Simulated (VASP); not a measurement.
Input of a VASP 6.6.1 run:

INCAR

```
SYSTEM = ZrB2
ALGO = Normal
EDIFF = 1E-6
ENCUT = 520
GGA = PS
ISIF = 2
ISMEAR = -1
LASPH = .True.
LCHARG = .False.
LREAL = .False.
LWAVE = .False.
NBANDS = 16
NELM = 80
PREC = Accurate
SIGMA = 0.1
```

KPOINTS

```
k-points
0
Gamma
  16 16 12
  0 0 0
```

Contents of POSCAR:

```
ZrB2
1.0
    3.1289389562      0.0000000000      0.0000000000
   -1.5644694781      2.7097406229      0.0000000000
    0.0000000000      0.0000000000      3.4720427213
Zr B
1 2
Direct
    0.0000000000      0.0000000000      0.0000000000
    0.3333333333      0.6666666667      0.5000000000
    0.6666666667      0.3333333333      0.5000000000
```

Potentials or basis: VASP PAW PBE potentials, release 64 (Zr_sv, B).

The run is started by

```sh
$ cat potpaw_PBE.64/Zr_sv/POTCAR potpaw_PBE.64/B/POTCAR > POTCAR
$ mpirun -np 1 vasp_std > vasp.out
```

Question: What does it give for the pressure?

Answer: 7.3 GPa.

Question: What does it give for the band gap on the k mesh?

Answer: Zero (bands 9 and 10 overlap by 1.18 eV).

Caveat: the cell stands under pressure; the PAW data sets were made with another functional, which shifts forces and pressure a little.
